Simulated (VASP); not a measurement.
# NaCl in VASP: further runs

The runs below take NaCl through single point, with PBE.

Everything below comes from runs of VASP 6.6.1. Logs are shortened: lines on timing, memory, paths and dates and some standing lists are left out, and cuts for length are marked.

## Step 1: The cell of the first run

The structure is tetragonal, space group P4/mmm (No. 123). Conventional cell: a = 3.677 Å, b = 3.677 Å, c = 3.502 Å, α = 90.00°, β = 90.00°, γ = 90.00°. Within 4.1 Å of Na (site symmetry 4/mmm) lie 8 Cl at 3.13 Å and 6 Na at 3.50 to 3.68 Å. Within 4.1 Å of Cl (site symmetry 4/mmm) lie 8 Na at 3.13 Å and 6 Cl at 3.50 to 3.68 Å.

## Step 2: Single point, PBE (strain +0.050 along x and y, +0.000 along z)

The input, INCAR:

```
ALGO = Normal
EDIFF = 1E-6
ENCUT = 520
GGA = PE
ISIF = 2
ISMEAR = 0
LASPH = T
LCHARG = F
LREAL = F
LWAVE = F
NBANDS = 14
NELM = 80
PREC = Accurate
SIGMA = 0.05
```

The input, KPOINTS:

```
k-points
0
Gamma
  6 6 6
```

The input, POSCAR:

```
NaCl
1.0
    3.6772995000      0.0000000000      0.0000000000
    0.0000000000      3.6772995000      0.0000000000
    0.0000000000      0.0000000000      3.5021900000
Na Cl
1 1
Direct
    0.0000000000      0.0000000000      0.0000000000
    0.5000000000      0.5000000000      0.5000000000
```

Potentials or basis: VASP PAW PBE potentials, release 64 (Na_pv, Cl).

On the command line:

```sh
> cat potpaw_PBE.64/Na_pv/POTCAR potpaw_PBE.64/Cl/POTCAR > POTCAR
> mpirun -np 1 vasp_std > vasp.out
```

OUTCAR:

```text
EDIFF = 1E-6
   ENCUT = 520
   GGA = PE
   ISIF = 2
   ISMEAR = 0
   LASPH = T
   LREAL = F
   NELM = 80
   PREC = Accurate

 ion  position               nearest neighbor table
   1  0.000  0.000  0.000-
   2  0.500  0.500  0.500-

  LATTYP: Found a simple tetragonal cell.
 ALAT       =     3.6772995000
 C/A-ratio  =     0.9523809524

  Lattice vectors:

 A1 = (   3.6772995000,   0.0000000000,   0.0000000000)
 A2 = (   0.0000000000,   3.6772995000,   0.0000000000)
 A3 = (   0.0000000000,   0.0000000000,   3.5021900000)

Analysis of symmetry for initial positions (statically):
=====================================================================
 Subroutine PRICEL returns:
 Original cell was already a primitive cell.

 Routine SETGRP: Setting up the symmetry group for a
 simple tetragonal supercell.

 Subroutine GETGRP returns: Found 16 space group operations
 (whereof 16 operations were pure point group operations)
 out of a pool of 16 trial point group operations.

The static configuration has the point symmetry D_4h.

Analysis of symmetry for dynamics (positions and initial velocities):
=====================================================================
 Subroutine PRICEL returns:
 Original cell was already a primitive cell.

 Routine SETGRP: Setting up the symmetry group for a
 simple tetragonal supercell.

 Subroutine GETGRP returns: Found 16 space group operations
 (whereof 16 operations were pure point group operations)
 out of a pool of 16 trial point group operations.

The dynamic configuration has the point symmetry D_4h.

 Subroutine INISYM returns: Found 16 space group operations
 (whereof 16 operations are pure point group operations),
 and found     1 'primitive' translations

----------------------------------------------------------------------------------------

                                     Primitive cell

  volume of cell :      47.3585

  direct lattice vectors                    reciprocal lattice vectors
     3.677299500  0.000000000  0.000000000     0.271938688  0.000000000  0.000000000
     0.000000000  3.677299500  0.000000000     0.000000000  0.271938688  0.000000000
     0.000000000  0.000000000  3.502190000     0.000000000  0.000000000  0.285535622

  length of vectors
     3.677299500  3.677299500  3.502190000     0.271938688  0.271938688  0.285535622

  position of ions in fractional coordinates (direct lattice)
     0.000000000  0.000000000  0.000000000
     0.500000000  0.500000000  0.500000000

  ion indices of the primitive-cell ions
   primitive index   ion index
                 1           1
                 2           2

----------------------------------------------------------------------------------------

 KPOINTS: k-points

Automatic generation of k-mesh.
 Grid dimensions read from file:
 generate k-points for:    6    6    6

 Generating k-lattice:

  Cartesian coordinates                     Fractional coordinates (reciprocal lattice)
     0.045323115  0.000000000  0.000000000     0.166666667  0.000000000  0.000000000
     0.000000000  0.045323115  0.000000000     0.000000000  0.166666667  0.000000000
     0.000000000  0.000000000  0.047589270     0.000000000  0.000000000  0.166666667

  Length of vectors
     0.045323115  0.045323115  0.047589270

  Shift w.r.t. Gamma in fractional coordinates (k-lattice)
     0.000000000  0.000000000  0.000000000

 Subroutine IBZKPT returns following result:
 ===========================================

 Found     40 irreducible k-points:

 Following reciprocal coordinates:
            Coordinates               Weight
  0.000000  0.000000  0.000000      1.000000
  0.166667  0.000000  0.000000      4.000000
  0.333333  0.000000  0.000000      4.000000
  0.500000  0.000000  0.000000      2.000000
  0.166667  0.166667  0.000000      4.000000
  0.333333  0.166667  0.000000      8.000000
[... 16 lines left out ...]
  0.333333  0.000000  0.333333      8.000000
  0.500000  0.000000  0.333333      4.000000
 [... further k-points ...]
   k-points           NKPTS =     40   k-points in BZ     NKDIM =     40   number of bands    NBANDS=     14
   number of dos      NEDOS =    301   number of ions     NIONS =      2
   total plane-waves  NPLWV =  21952
   dimension x,y,z NGX =    28 NGY =   28 NGZ =   28
   dimension x,y,z NGXF=    56 NGYF=   56 NGZF=   56
   ions per type =               1   1
   NGX,Y,Z   is equivalent  to a cutoff of  12.66, 12.66, 13.29 a.u.
   NGXF,Y,Z  is equivalent  to a cutoff of  25.32, 25.32, 26.58 a.u.
 SYSTEM =  unknown system
   PREC   = accura    normal or accurate (medium, high low for compatibility)
   ISTART =      0    job   : 0-new  1-cont  2-samecut
   ICHARG =      2    charge: 1-file 2-atom 10-const
   ISPIN  =      1    spin polarized calculation?
   LNONCOLLINEAR =      F non collinear calculations
   LSORBIT =      F    spin-orbit coupling
   LASPH  =      T    aspherical Exc in radial PAW
   ENCUT  =  520.0 eV  38.22 Ry    6.18 a.u.   6.84  6.84  6.51*2*pi/ulx,y,z
   NELM   =     80;   NELMIN=  2; NELMDL= -5     # of ELM steps
   EDIFF  = 0.1E-05   stopping-criterion for ELM
   LREAL  =      F    real-space projection
   EDIFFG = 0.1E-04   stopping-criterion for IOM
   NSW    =      0    number of steps for IOM
   IBRION =     -1    ionic relax: 0-MD 1-quasi-New 2-CG
   NFREE  =      0    steps in history (QN), initial steepest desc. (CG)
   ISIF   =      2    stress and relaxation
   ISYM   =      2    0-nonsym 1-usesym 2-fastsym
   POTIM  = 0.5000    time-step for ionic-motion
   TEBEG  =    0.0;   TEEND  =   0.0 temperature during run
   PSTRESS=    0.0 pullay stress
   NELECT =      14.0000    total number of electrons
   NUPDOWN=      -1.0000    fix difference up-down
   EMIN   =  10.00;   EMAX   =-10.00  energy-range for DOS
   EFERMI =   0.00;   METHOD = LEGACY
   ISMEAR =     0;   SIGMA  =   0.05  broadening in eV -4-tet -1-fermi 0-gaus
   EFERMI_NEDOS =   21; number of points for ismear=-14 and -15
   IALGO  =     38    algorithm
   IMIX   =      4    mixing-type and parameters
     AMIX     =   0.40;   BMIX     =  1.00
     AMIX_MAG =   1.60;   BMIX_MAG =  1.00
  volume/ion in A,a.u.               =      23.68       159.80
  Fermi-wavevector in a.u.,A,eV,Ry     =   1.090565  2.060869 16.181848  1.189332
  Thomas-Fermi vector in A             =   2.226792
   LORBIT       =      0    0 simple, 1 ext, 2 COOP (PROOUT), +10 PAW based schemes
   GGA     = PE    functional components
   LHFCALC =     F    Hartree Fock is set to
   AEXX    =    0.0000 exact exchange contribution
   IVDW    =     0    specifies the selected vdW correction
   LEPSILON=     F    determine dielectric tensor
   LRPA    =     F    only Hartree local field effects (RPA)
 non-spin polarized calculation
 Gauss-broadening in eV      SIGMA  =   0.05
  energy-cutoff  :      520.00
  volume of cell :       47.36
 maximum number of plane-waves:      1293
 NGX is ok and might be reduce to    28
   NGX = 13   NGY = 13   NGZ = 13

 number of electron      13.9999998 magnetization

 Free energy of the ion-electron system (eV)
  ---------------------------------------------------
  ext. energy  EPLUGINS =         0.00000000
  ---------------------------------------------------
  free energy    TOTEN  =        -6.42555472 eV

  energy without entropy =       -6.42555472  energy(sigma->0) =       -6.42555472

 E-fermi :   0.2078     XC(G=0):  -8.0186

 val. band max:       -0.0146305966   @ k =   0.5000   0.5000   0.0000
 cond. band min:       3.4513048211   @ k =   0.0000   0.0000   0.0000
 fundamental gap:      3.4659354176
 Fermi energy:         0.2077759367

 k-point     1 :       0.0000    0.0000    0.0000
  band No.  band energies     occupation
      1     -22.4230      2.00000
      2     -22.4128      2.00000
      3     -22.4128      2.00000
      4     -13.2695      2.00000
      5      -0.7331      2.00000
      6      -0.7331      2.00000
      7      -0.3639      2.00000
      8       3.4513      0.00000
      9       8.2376      0.00000
     10       8.6999      0.00000
     11      14.3154      0.00000
     12      14.3154      0.00000
     13      14.9038      0.00000
     14      15.1231      0.00000

 k-point     2 :       0.1667    0.0000    0.0000
  band No.  band energies     occupation
      1     -22.4225      2.00000
      2     -22.4187      2.00000
      3     -22.4122      2.00000
      4     -13.2107      2.00000
      5      -1.3777      2.00000
      6      -0.6876      2.00000
      7      -0.3229      2.00000
      8       4.1395      0.00000
      9       8.5750      0.00000
     10       8.9472      0.00000
     11      12.8127      0.00000
     12      13.6902      0.00000
     13      13.8753      0.00000
     14      15.8001      0.00000

 k-point     3 :       0.3333    0.0000    0.0000
  band No.  band energies     occupation
      1     -22.4304      2.00000
      2     -22.4216      2.00000
      3     -22.4112      2.00000
      4     -13.0880      2.00000
      5      -2.3420      2.00000
      6      -0.5936      2.00000
      7      -0.2384      2.00000
      8       5.4239      0.00000
      9       8.4461      0.00000
     10       9.6497      0.00000
     11      11.5033      0.00000
     12      12.4271      0.00000
     13      13.7433      0.00000
     14      14.8532      0.00000
[... 324 lines left out ...]
 k-point    23 :       0.3333    0.0000    0.3333
  band No.  band energies     occupation
      1     -22.4474      2.00000
      2     -22.4262      2.00000
      3     -22.4087      2.00000
      4     -12.8763      2.00000
      5      -1.9986      2.00000
      6      -1.7983      2.00000
      7      -0.3951      2.00000
      8       6.2110      0.00000
      9       7.9373      0.00000
     10      10.0203      0.00000
     11      11.4741      0.00000
     12      12.0275      0.00000
     13      12.5550      0.00000
     14      14.9531      0.00000

 k-point    24 :       0.5000    0.0000    0.3333
  band No.  band energies     occupation
      1     -22.4465      2.00000
      2     -22.4315      2.00000
      3     -22.4083      2.00000
      4     -12.8245      2.00000
      5      -2.2488      2.00000
      6      -1.7754      2.00000
      7      -0.3445      2.00000
      8       6.0103      0.00000
      9       8.2914      0.00000
     10       9.8885      0.00000
     11      11.2527      0.00000
     12      11.6950      0.00000
     13      12.5956      0.00000
     14      16.5355      0.00000

 [... further k-points ...]

------------------------ aborting loop because EDIFF is reached ----------------------------------------

  FORCE on cell =-STRESS in cart. coord.  units (eV):
  Direction    XX          YY          ZZ          XY          YZ          ZX
  --------------------------------------------------------------------------------------
  -------------------------------------------------------------------------------------
  Total       -0.8865910     -0.8865910      0.0524196      0.0000000      0.0000000      0.0000000
  in kB      -29.9941245    -29.9941245      1.7734006      0.0000000      0.0000000      0.0000000
  external PRESSURE =     -19.4049495 kB  Pullay stress =       0.0000000 kB

 VOLUME and BASIS-vectors are now :
 -----------------------------------------------------------------------------
  energy-cutoff  :      520.00
  volume of cell :       47.36
      direct lattice vectors                 reciprocal lattice vectors
     3.677299500  0.000000000  0.000000000     0.271938688  0.000000000  0.000000000
     0.000000000  3.677299500  0.000000000     0.000000000  0.271938688  0.000000000
     0.000000000  0.000000000  3.502190000     0.000000000  0.000000000  0.285535622

 POSITION                                       TOTAL-FORCE (eV/Angst)
 -----------------------------------------------------------------------------------
      0.00000      0.00000      0.00000         0.000000      0.000000      0.000000
      1.83865      1.83865      1.75110         0.000000      0.000000      0.000000
 -----------------------------------------------------------------------------------
    total drift:                               -0.000000      0.000000      0.000000

  FREE ENERGIE OF THE ION-ELECTRON SYSTEM (eV)
  ---------------------------------------------------
  free  energy   TOTEN  =        -6.4255547247 eV

  energy  without entropy=       -6.4255547247  energy(sigma->0) =       -6.42555472
```

It took 8.2 s on 1 thread of Intel Xeon 6975P-C (Granite Rapids), shared host; peak memory 0.16 GiB.

What came out:

```yaml
Free_energy: -6.4256 eV
Pressure: -1.9 GPa
Band_gap_on_the_k_mesh: 3.47 eV, indirect (least direct gap 3.82 eV)
```

Caveat: the cell differs from its parent crystal (strain +0.050 along x and y, +0.000 along z). A k mesh can miss the band edges.

(Continued in part 2 of 2.)
